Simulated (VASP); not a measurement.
Wanted: the native input for a VASP 6.6.1 run.

```
Task                   : single point
Functional             : RPBE
Potentials or basis    : VASP PAW PBE potentials, release 64 (Fe)
Cutoff                 : 520 eV
k mesh                 : 19 × 19 × 5
Occupations            : fermi-dirac, width 0.05 eV
Spin                   : collinear spin, ferromagnetic start
Starting moments       : [2.653, 2.653, 2.659, 2.659] μB
Dipole correction      : no
Further INCAR settings : ALGO = Normal; EDIFF = 1e-06; NBANDS = 28
```

The structure of Fe lies in POSCAR:

```
Fe
1.0
    2.5580412867      0.0000000000      0.0000000000
   -1.2790206434      2.2153287382      0.0000000000
    0.0000000000      0.0000000000      8.7672397625
Fe
4
Direct
    0.0000000000      0.0000000000      0.0000000000
    1.0000000000      1.0000000000      0.5000000000
    0.3333333333      0.6666666667      0.2500000000
    0.6666666667      0.3333333333      0.7500000000
```

This isn't the form of Fe at room conditions, which is bcc.

One way to write it, as run:

INCAR

```
SYSTEM = Fe
PREC     = Accurate       ! precision mode
ENCUT    = 520            ! plane-wave cutoff, eV
EDIFF    = 1E-6           ! SCF threshold, eV
ISMEAR   = -1             ! smearing method
SIGMA    = 0.05           ! smearing width, eV
LREAL    = .FALSE.        ! projectors in reciprocal space
LASPH    = .TRUE.         ! aspherical terms in the spheres
NELM     = 150            ! most SCF steps
ALGO     = Normal         ! electronic algorithm
ISIF     = 2              ! what is computed and relaxed
LWAVE    = .FALSE.        ! write WAVECAR
LCHARG   = .FALSE.        ! write CHGCAR
ISPIN    = 2              ! spin polarisation
MAGMOM   = 2.653 2.653 2.659 2.659 ! initial moments
LORBIT   = 11             ! projections on sites
LMAXMIX  = 4              ! l up to which the mixer works
GGA      = RP             ! functional
NBANDS   = 28             ! bands
```

KPOINTS

```
Automatic mesh
0
G
  19 19 5
  0 0 0
```

Potentials or basis: VASP PAW PBE potentials, release 64 (Fe).

Command:

```sh
$ cat potpaw_PBE.64/Fe/POTCAR > POTCAR
$ mpirun -np 1 vasp_std > vasp.out
```

It gave:

```json
{
 "Pressure": "0.2 GPa",
 "Net moment": "10.49 μB per cell",
 "Site moments": "Fe +2.62 μB",
 "Valence electrons inside the program's atomic spheres": "Fe 7.10"
}
```

Caveat: the PAW data sets were made with another functional, which shifts forces and pressure a little.

It took 5.5 min on 1 thread of Intel(R) Xeon(R) Platinum 8259CL CPU @ 2.50GHz (Skylake/Cascade Lake) (shared host), peak memory 0.34 GiB.
